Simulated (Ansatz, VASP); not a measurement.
**SnSe in VASP and in Ansatz**

```
Sn Se
1.0
     4.25678    0.00000    0.00000
     2.12839    3.68648    0.00000
     2.12839    1.22883    3.47565
Sn Se
1 1
Direct
  0.00000 0.00000 0.00000
  0.50000 0.50000 0.50000
```

Alike in both runs: task single point; functional LDA; k mesh 4 × 4 × 4; no spin polarisation.

|  | VASP | Ansatz |
| --- | --- | --- |
| version | VASP 6.6.1 | Ansatz 0.2.0 |
| potentials or method | VASP PAW LDA potentials, release 64 (Sn_d, Se), cutoff 500 eV | plane waves, PAW |
| occupations | gaussian, width 0.01 eV | fixed |
| valence electrons in the cell | 20 | 30 |

|  | VASP | Ansatz | Ansatz less VASP |
| --- | --- | --- | --- |
| gap on the k mesh at the Fermi level (eV) | 0.60 | 0.58 | -0.019 |

LDA's correlation is that of Perdew and Zunger in VASP and of Perdew and Wang (1992) in Ansatz. VASP's potentials hold 20 valence electrons a cell and Ansatz's 30, so a difference there can come from the potentials and not from the codes.

The k mesh is coarse, so the values compare programs but aren't converged.
